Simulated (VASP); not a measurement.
# Cr (Im-3m) in VASP: a series of runs

Cr is run at these levels: BLYP; tasks: single point.

Program: VASP 6.6.1. These are calculated values, not measurements. Logs are shortened: lines on timing, memory, paths and dates and some standing lists are left out, and cuts for length are marked.

**1. The cell of the first run**

The structure is cubic, space group Im-3m (No. 229). Conventional cell: a = 2.840 Å, b = 2.840 Å, c = 2.840 Å, α = 90.00°, β = 90.00°, γ = 90.00°. Within 3.2 Å of Cr (site symmetry m-3m) lie 14 Cr at 2.46 to 2.84 Å.

**2. Single point, BLYP (volume scaled by 0.96)**

Input file INCAR:

```
SYSTEM = Cr
PREC = Accurate ; ENCUT = 520
EDIFF = 1E-6 ; ISMEAR = -1
SIGMA = 0.1 ; LREAL = .False.
LASPH = .True. ; NELM = 80
ALGO = Normal ; ISIF = 2
LWAVE = .False. ; LCHARG = .False.
GGA = B5 ; ALDAX = 1.0
AGGAX = 1.0 ; AGGAC = 1.0
ALDAC = 0.0 ; NBANDS = 12
```

Input file KPOINTS:

```
regular mesh
0
Gamma
  25 25 25
  0 0 0
```

Input file POSCAR:

```
Cr
1.0
   -1.4202015527      1.4202015527      1.4202015527
    1.4202015527     -1.4202015527      1.4202015527
    1.4202015527      1.4202015527     -1.4202015527
Cr
1
Direct
    0.0000000000      0.0000000000      0.0000000000
```

Potentials or basis: VASP PAW PBE potentials, release 64 (Cr_pv).

Launch:

```sh
$ cat potpaw_PBE.64/Cr_pv/POTCAR > POTCAR
$ mpirun -np 1 vasp_std > vasp.out
```

OUTCAR:

```text
SYSTEM = Cr
   PREC = Accurate
   ENCUT = 520
   EDIFF = 1E-6
   ISMEAR = -1
   LREAL = .False.
   LASPH = .True.
   NELM = 80
   ISIF = 2
   GGA = B5

 ion  position               nearest neighbor table
   1  0.000  0.000  0.000-

  LATTYP: Found a body centered cubic cell.
 ALAT       =     2.8404031054

  Lattice vectors:

 A1 = (  -1.4202015527,   1.4202015527,   1.4202015527)
 A2 = (   1.4202015527,  -1.4202015527,   1.4202015527)
 A3 = (   1.4202015527,   1.4202015527,  -1.4202015527)

Analysis of symmetry for initial positions (statically):
=====================================================================
 Subroutine PRICEL returns:
 Original cell was already a primitive cell.

 Routine SETGRP: Setting up the symmetry group for a
 body centered cubic supercell.

 Subroutine GETGRP returns: Found 48 space group operations
 (whereof 48 operations were pure point group operations)
 out of a pool of 48 trial point group operations.

The static configuration has the point symmetry O_h .

Analysis of symmetry for dynamics (positions and initial velocities):
=====================================================================
 Subroutine PRICEL returns:
 Original cell was already a primitive cell.

 Routine SETGRP: Setting up the symmetry group for a
 body centered cubic supercell.

 Subroutine GETGRP returns: Found 48 space group operations
 (whereof 48 operations were pure point group operations)
 out of a pool of 48 trial point group operations.

The dynamic configuration has the point symmetry O_h .

 Subroutine INISYM returns: Found 48 space group operations
 (whereof 48 operations are pure point group operations),
 and found     1 'primitive' translations

----------------------------------------------------------------------------------------

                                     Primitive cell

  volume of cell :      11.4580

  direct lattice vectors                    reciprocal lattice vectors
    -1.420201553  1.420201553  1.420201553     0.000000000  0.352062705  0.352062705
     1.420201553 -1.420201553  1.420201553     0.352062705  0.000000000  0.352062705
     1.420201553  1.420201553 -1.420201553     0.352062705  0.352062705  0.000000000

  length of vectors
     2.459861246  2.459861246  2.459861246     0.497891852  0.497891852  0.497891852

  position of ions in fractional coordinates (direct lattice)
     0.000000000  0.000000000  0.000000000

  ion indices of the primitive-cell ions
   primitive index   ion index
                 1           1

----------------------------------------------------------------------------------------

 KPOINTS: regular mesh

Automatic generation of k-mesh.
 Grid dimensions read from file:
 generate k-points for:   25   25   25

 Generating k-lattice:

  Cartesian coordinates                     Fractional coordinates (reciprocal lattice)
     0.000000000  0.014082508  0.014082508     0.040000000  0.000000000  0.000000000
     0.014082508  0.000000000  0.014082508     0.000000000  0.040000000  0.000000000
     0.014082508  0.014082508  0.000000000     0.000000000  0.000000000  0.040000000

  Length of vectors
     0.019915674  0.019915674  0.019915674

  Shift w.r.t. Gamma in fractional coordinates (k-lattice)
     0.000000000  0.000000000  0.000000000

 Subroutine IBZKPT returns following result:
 ===========================================

 Found    455 irreducible k-points:

 Following reciprocal coordinates:
            Coordinates               Weight
  0.000000  0.000000  0.000000      1.000000
  0.040000  0.000000  0.000000     12.000000
  0.080000  0.000000  0.000000     12.000000
  0.120000  0.000000  0.000000     12.000000
  0.160000  0.000000  0.000000     12.000000
  0.200000  0.000000  0.000000     12.000000
[... 16 lines left out ...]
  0.400000  0.040000  0.000000     48.000000
  0.440000  0.040000  0.000000     48.000000
 [... further k-points ...]
   k-points           NKPTS =    455   k-points in BZ     NKDIM =    455   number of bands    NBANDS=     12
   number of dos      NEDOS =    301   number of ions     NIONS =      1
   total plane-waves  NPLWV =   5832
   dimension x,y,z NGX =    18 NGY =   18 NGZ =   18
   dimension x,y,z NGXF=    36 NGYF=   36 NGZF=   36
   ions per type =               1
   NGX,Y,Z   is equivalent  to a cutoff of  12.17, 12.17, 12.17 a.u.
   NGXF,Y,Z  is equivalent  to a cutoff of  24.33, 24.33, 24.33 a.u.
 SYSTEM =  Cr
   PREC   = accura    normal or accurate (medium, high low for compatibility)
   ISTART =      0    job   : 0-new  1-cont  2-samecut
   ICHARG =      2    charge: 1-file 2-atom 10-const
   ISPIN  =      1    spin polarized calculation?
   LNONCOLLINEAR =      F non collinear calculations
   LSORBIT =      F    spin-orbit coupling
   LASPH  =      T    aspherical Exc in radial PAW
   ENCUT  =  520.0 eV  38.22 Ry    6.18 a.u.   4.57  4.57  4.57*2*pi/ulx,y,z
   NELM   =     80;   NELMIN=  2; NELMDL= -5     # of ELM steps
   EDIFF  = 0.1E-05   stopping-criterion for ELM
   LREAL  =      F    real-space projection
   EDIFFG = 0.1E-04   stopping-criterion for IOM
   NSW    =      0    number of steps for IOM
   IBRION =     -1    ionic relax: 0-MD 1-quasi-New 2-CG
   NFREE  =      0    steps in history (QN), initial steepest desc. (CG)
   ISIF   =      2    stress and relaxation
   ISYM   =      2    0-nonsym 1-usesym 2-fastsym
   POTIM  = 0.5000    time-step for ionic-motion
   TEBEG  =    0.0;   TEEND  =   0.0 temperature during run
   PSTRESS=    0.0 pullay stress
   NELECT =      12.0000    total number of electrons
   NUPDOWN=      -1.0000    fix difference up-down
   EMIN   =  10.00;   EMAX   =-10.00  energy-range for DOS
   EFERMI =   0.00;   METHOD = LEGACY
   ISMEAR =    -1;   SIGMA  =   0.10  broadening in eV -4-tet -1-fermi 0-gaus
   EFERMI_NEDOS =   21; number of points for ismear=-14 and -15
   IALGO  =     38    algorithm
   IMIX   =      4    mixing-type and parameters
     AMIX     =   0.40;   BMIX     =  1.00
     AMIX_MAG =   1.60;   BMIX_MAG =  1.00
  volume/ion in A,a.u.               =      11.46        77.32
  Fermi-wavevector in a.u.,A,eV,Ry     =   1.662514  3.141696 37.605853  2.763952
  Thomas-Fermi vector in A             =   2.749391
   LORBIT       =      0    0 simple, 1 ext, 2 COOP (PROOUT), +10 PAW based schemes
   GGA     = B5    functional components
   LHFCALC =     F    Hartree Fock is set to
   AEXX    =    0.0000 exact exchange contribution
   IVDW    =     0    specifies the selected vdW correction
   LEPSILON=     F    determine dielectric tensor
   LRPA    =     F    only Hartree local field effects (RPA)
 non-spin polarized calculation
  energy-cutoff  :      520.00
  volume of cell :       11.46
 maximum number of plane-waves:       321
   NGX =  9   NGY =  9   NGZ =  9

 number of electron      11.9999999 magnetization

 Free energy of the ion-electron system (eV)
  ---------------------------------------------------
  ext. energy  EPLUGINS =         0.00000000
  ---------------------------------------------------
  free energy    TOTEN  =        -8.31601893 eV

  energy without entropy =       -8.29008316  energy(sigma->0) =       -8.30305105

 E-fermi :  11.5686     XC(G=0): -13.1454

 val. band max:       11.5611414784   @ k =   0.4000   0.0800   0.0800
 cond. band min:      11.5737133429   @ k =   0.1600   0.0400  -0.0000
 fundamental gap:      0.0125718644
 Fermi energy:        11.5685841801

 k-point     1 :       0.0000    0.0000    0.0000
  band No.  band energies     occupation
      1     -31.0020      2.00000
      2     -31.0020      2.00000
      3     -31.0020      2.00000
      4       3.8951      2.00000
      5      10.5948      1.99988
      6      10.5948      1.99988
      7      10.5948      1.99988
      8      12.7275      0.00002
      9      12.7275      0.00002
     10      18.3730      0.00000
     11      34.1566      0.00000
     12      34.1566      0.00000

 k-point     2 :       0.0400    0.0000    0.0000
  band No.  band energies     occupation
      1     -31.0177      2.00000
      2     -31.0068      2.00000
      3     -31.0021      2.00000
      4       3.9665      2.00000
      5      10.5674      1.99991
      6      10.5913      1.99989
      7      10.6431      1.99981
      8      12.6956      0.00003
      9      12.7293      0.00002
     10      18.3730      0.00000
     11      33.9972      0.00000
     12      34.1423      0.00000

 k-point     3 :       0.0800    0.0000    0.0000
  band No.  band energies     occupation
      1     -31.0635      2.00000
      2     -31.0209      2.00000
      3     -31.0024      2.00000
      4       4.1775      2.00000
      5      10.4876      1.99996
      6      10.5769      1.99990
      7      10.7866      1.99920
      8      12.6106      0.00006
      9      12.7352      0.00002
     10      18.3730      0.00000
     11      33.5277      0.00000
     12      34.0687      0.00000
[... 286 lines left out ...]
 k-point    23 :       0.4000    0.0400    0.0000
  band No.  band energies     occupation
      1     -31.8922      2.00000
      2     -31.2870      2.00000
      3     -31.0140      2.00000
      4       7.2238      2.00000
      5       9.1470      2.00000
      6      11.9341      0.05042
      7      12.6954      0.00003
      8      13.1318      0.00000
      9      14.2369      0.00000
     10      18.3730      0.00000
     11      22.7929      0.00000
     12      29.2380      0.00000

 k-point    24 :       0.4400    0.0400    0.0000
  band No.  band energies     occupation
      1     -31.9333      2.00000
      2     -31.3010      2.00000
      3     -31.0143      2.00000
      4       7.2094      2.00000
      5       9.0840      2.00000
      6      12.3566      0.00076
      7      12.7146      0.00002
      8      13.2544      0.00000
      9      14.4997      0.00000
     10      18.3730      0.00000
     11      21.9638      0.00000
     12      28.9867      0.00000

 [... further k-points ...]
[... 5 lines left out ...]
  --------------------------------------------------------------------------------------
  -------------------------------------------------------------------------------------
  Total        0.7387646      0.7387646      0.7387646      0.0000000      0.0000000      0.0000000
  in kB      103.3015153    103.3015153    103.3015153      0.0000000      0.0000000      0.0000000
  external PRESSURE =     103.3015153 kB  Pullay stress =       0.0000000 kB

 VOLUME and BASIS-vectors are now :
 -----------------------------------------------------------------------------
  energy-cutoff  :      520.00
  volume of cell :       11.46
      direct lattice vectors                 reciprocal lattice vectors
    -1.420201553  1.420201553  1.420201553     0.000000000  0.352062705  0.352062705
     1.420201553 -1.420201553  1.420201553     0.352062705  0.000000000  0.352062705
     1.420201553  1.420201553 -1.420201553     0.352062705  0.352062705  0.000000000

 POSITION                                       TOTAL-FORCE (eV/Angst)
 -----------------------------------------------------------------------------------
      0.00000      0.00000      0.00000         0.000000      0.000000     -0.000000
 -----------------------------------------------------------------------------------
    total drift:                                0.000000     -0.000000      0.000000

  FREE ENERGIE OF THE ION-ELECTRON SYSTEM (eV)
  ---------------------------------------------------
  free  energy   TOTEN  =        -8.3160189298 eV

  energy  without entropy=       -8.2900831639  energy(sigma->0) =       -8.30305105
```

Wall time 19 s (1 thread of Intel Xeon 6975P-C (Granite Rapids), shared host); peak memory 0.16 GiB.

Results:

| Item | Value |
| --- | --- |
| Free energy | -8.3160 eV |
| Pressure | 10.3 GPa |
| Band gap on the k mesh | zero (band 6 reaches 13.94 eV, above the bottom of band 7 at 10.59 eV) |

Levels at points of the mesh, in eV from the Fermi level:
```
           k point  band 2  band 3  band 4  band 5  band 6  band 7  band 8  band 9  band 10  band 11
(0.00, 0.00, 0.00)  -42.57  -42.57   -7.67   -0.97   -0.97   -0.97    1.16    1.16     6.80    22.59
```

Caveat: the cell differs from its parent crystal (volume scaled by 0.96); the PAW data sets were made with another functional, which shifts forces and pressure a little; the run has no spin polarisation, though such a crystal can be magnetic. Spin polarisation is off, so any magnetic state and its effect on volume and gap are missing.

**3. Single point, BLYP**

This run uses another cell than the first one, of 11.94 Å³/atom, 1.042 times its volume.

Input file INCAR:

```
AGGAC    = 1.0          
AGGAX    = 1.0          
ALDAC    = 0.0          
ALDAX    = 1.0          
ALGO     = Normal         # electronic algorithm
EDIFF    = 1E-6           # SCF threshold, eV
ENCUT    = 520            # plane-wave cutoff, eV
GGA      = B5             # functional
ISIF     = 2              # what is computed and relaxed
ISMEAR   = -1             # smearing method
LASPH    = True           # aspherical terms in the spheres
LCHARG   = False          # write CHGCAR
LREAL    = False          # projectors in reciprocal space
LWAVE    = False          # write WAVECAR
NBANDS   = 12             # bands
NELM     = 80             # most SCF steps
PREC     = Accurate       # precision mode
SIGMA    = 0.1            # smearing width, eV
```

Input file KPOINTS:

```
k-points
0
Gamma
  25 25 25
```

Input file POSCAR:

```
Cr
1.0
   -1.4396587864      1.4396587864      1.4396587864
    1.4396587864     -1.4396587864      1.4396587864
    1.4396587864      1.4396587864     -1.4396587864
Cr
1
Direct
    0.0000000000      0.0000000000      0.0000000000
```

Potentials or basis: VASP PAW PBE potentials, release 64 (Cr_pv).

Launch:

```sh
$ cat potpaw_PBE.64/Cr_pv/POTCAR > POTCAR
$ mpirun -np 1 vasp_std > vasp.out
```

It took 22 s on 1 thread of Intel Xeon 6975P-C (Granite Rapids), shared host; peak memory 0.17 GiB.

The run converged. Its results:

```
Free energy            : -8.3309 eV
Pressure               : -0.1 GPa
Band gap on the k mesh : zero (band 6 reaches 13.23 eV, above the bottom of band 7 at 10.07 eV)
```

Levels at points of the mesh, in eV from the Fermi level:
| k point | band 2 | band 3 | band 4 | band 5 | band 6 | band 7 | band 8 | band 9 | band 10 | band 11 |
| --- | --- | --- | --- | --- | --- | --- | --- | --- | --- | --- |
| (0.00, 0.00, 0.00) | -42.61 | -42.61 | -7.53 | -0.92 | -0.92 | -0.92 | 1.11 | 1.11 | 6.78 | 22.28 |

Caveat: the PAW data sets were made with another functional, which shifts forces and pressure a little; the run has no spin polarisation, though such a crystal can be magnetic. Spin polarisation is off, so any magnetic state and its effect on volume and gap are missing.

**4. Single point, BLYP (volume scaled by 1.04)**

Input file INCAR:

```
SYSTEM = Cr
AGGAC    = 1.0          
AGGAX    = 1.0          
ALDAC    = 0.0          
ALDAX    = 1.0          
ALGO     = Normal         ! electronic algorithm
EDIFF    = 1E-6           ! SCF threshold, eV
ENCUT    = 520            ! plane-wave cutoff, eV
GGA      = B5             ! functional
ISIF     = 2              ! what is computed and relaxed
ISMEAR   = -1             ! smearing method
LASPH    = .True.         ! aspherical terms in the spheres
LCHARG   = .True.         ! write CHGCAR
LELF     = .True.         ! ELF
LREAL    = .False.        ! projectors in reciprocal space
LVHAR    = .True.       
LWAVE    = .False.        ! write WAVECAR
NBANDS   = 12             ! bands
NELM     = 100            ! most SCF steps
PREC     = Accurate       ! precision mode
SIGMA    = 0.1            ! smearing width, eV
```

Input file KPOINTS:

```
k-points
0
Gamma
  25 25 25
  0 0 0
```

Input file POSCAR:

```
Cr
1.0
   -1.4586038377      1.4586038377      1.4586038377
    1.4586038377     -1.4586038377      1.4586038377
    1.4586038377      1.4586038377     -1.4586038377
Cr
1
Direct
    0.0000000000      0.0000000000      0.0000000000
```

Launch:

```sh
$ cat potpaw_PBE.64/Cr_pv/POTCAR > POTCAR
$ mpirun -np 1 vasp_std > vasp.out
```

Wall time 23 s (1 thread of Intel Xeon 6975P-C (Granite Rapids), shared host); peak memory 0.17 GiB.

It converged, with:

```yaml
Free_energy: -8.3178 eV
Pressure: -8.5 GPa
Band_gap_on_the_k_mesh: zero (band 6 reaches 12.57 eV, above the bottom of band 7 at 9.57 eV)
```

Levels at points of the mesh, in eV from the Fermi level:
```
           k point  band 3  band 4  band 5  band 6  band 7  band 8  band 9  band 10
(0.00, 0.00, 0.00)  -42.65   -7.38   -0.87   -0.87   -0.87    1.06    1.06     6.77
```

Caveat: the cell differs from its parent crystal (volume scaled by 1.04); the PAW data sets were made with another functional, which shifts forces and pressure a little; the run has no spin polarisation, though such a crystal can be magnetic.

[end of part 1 of 2]
